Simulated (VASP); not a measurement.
Input of a VASP 6.6.1 run:

The input INCAR:

```
SYSTEM = MgMnCoO4
PREC = Accurate ; ENCUT = 520
EDIFF = 1E-6 ; ISMEAR = -1
SIGMA = 0.05 ; LREAL = .False.
LASPH = .True. ; NELM = 150
ALGO = Normal ; ISIF = 2
LWAVE = .False. ; LCHARG = .False.
ISPIN = 2 ; MAGMOM = 2 4 0 0 0 0 0
LORBIT = 11 ; LMAXMIX = 4
GGA = PE ; NBANDS = 37
KPAR = 4
```

File KPOINTS:

```
regular mesh
0
Gamma
  9 6 5
  0 0 0
```

The input POSCAR:

```
MgMnCoO4
1.0
    2.9504113691      0.0000000000      0.0000000000
    0.2155308011      5.2481916826      0.0000000000
    0.1105963623      1.4393811431      5.0726535596
Co Mn Mg O
1 1 1 4
Direct
    0.9632079600      0.5779083800      0.5870283800
    0.5069257900      0.9681577600      0.9672239300
    0.4739883500      0.3001481400      0.2911247100
    0.4935918200      0.2867608700      0.6730399900
    0.9913137700      0.1416696700      0.1312262600
    0.0240338200      0.8166876600      0.8198657300
    0.5099655000      0.6799395000      0.2878730000
```

Potentials or basis: VASP PAW PBE potentials, release 64 (Co, Mn_pv, Mg, O).

Command:

```sh
$ cat potpaw_PBE.64/Co/POTCAR potpaw_PBE.64/Mn_pv/POTCAR potpaw_PBE.64/Mg/POTCAR potpaw_PBE.64/O/POTCAR > POTCAR
$ mpirun -np 4 vasp_std > vasp.out
```

Estimate the site moments.

Co +2.53; Mn +2.77; Mg +0.00; O +0.18, +0.04, +0.09 (each value once) μB.

What does it give for the pressure?

-7.0 GPa.

Estimate the largest force.

0.249 eV/Å.

Stress tensor (GPa, compression positive):
```
-9.06 -0.23 -0.43
-0.23 -6.28 -0.95
-0.43 -0.95 -5.69
```

Caveat: the cell stands under tension.
